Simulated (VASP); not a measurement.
Set up this calculation in VASP 6.6.1, as the native input.

```
Task                   : single point
Functional             : r2SCAN
Potentials or basis    : VASP PAW PBE potentials, release 64 (Cu, I)
Cutoff                 : 520 eV
k mesh                 : 6 × 6 × 6
Occupations            : gaussian, width 0.01 eV
Spin                   : no spin polarisation
Dipole correction      : no
Further INCAR settings : ALGO = Normal; EDIFF = 1e-06; NBANDS = 16
```

The system is CuI (Marshite).

```
Cu I
1.0
     0.00000    3.01204    3.01204
     3.01204    0.00000    3.01204
     3.01204    3.01204    0.00000
Cu I
1 1
Direct
  0.25000 0.25000 0.25000
  0.00000 0.00000 0.00000
```

These files were run (other wordings do the same):

POSCAR

```
CuI
1.0
    0.0000000000      3.0120429050      3.0120429050
    3.0120429050      0.0000000000      3.0120429050
    3.0120429050      3.0120429050      0.0000000000
Cu I
1 1
Direct
    0.2500000000      0.2500000000      0.2500000000
    0.0000000000      0.0000000000      0.0000000000
```

INCAR.step1

```
PREC = Accurate
ENCUT = 520
ISMEAR = 0
SIGMA = 0.01
LREAL = False
LASPH = True
NELM = 60
NBANDS = 16
GGA = PE
ALGO = Normal
EDIFF = 1E-4
LWAVE = True
LCHARG = False
```

INCAR.step2

```
PREC = Accurate
ENCUT = 520
EDIFF = 1E-6
ISMEAR = 0
SIGMA = 0.01
LREAL = False
LASPH = True
NELM = 60
ALGO = Normal
ISIF = 2
LWAVE = False
LCHARG = False
METAGGA = R2SCAN
LMIXTAU = True
NBANDS = 16
ISTART = 1
```

KPOINTS

```
regular mesh
0
Gamma
  6 6 6
```

Potentials or basis: VASP PAW PBE potentials, release 64 (Cu, I).

Run with:

```sh
$ cat potpaw_PBE.64/Cu/POTCAR potpaw_PBE.64/I/POTCAR > POTCAR
$ cp INCAR.step1 INCAR
$ mpirun -np 1 vasp_std > vasp.out
$ cp INCAR.step2 INCAR
$ mpirun -np 1 vasp_std > vasp.out
```

Results of the run:

```json
{
 "Pressure": "-0.1 GPa",
 "Band gap on the k mesh": "1.67 eV, direct"
}
```

Caveat: the PAW data sets were made with another functional, which shifts forces and pressure a little; spin-orbit coupling is left out, which moves the levels of the heavy elements.

It took 21 s on 1 thread of Intel(R) Xeon(R) 6975P-C (Granite Rapids), on a shared host, peak memory 0.19 GiB.
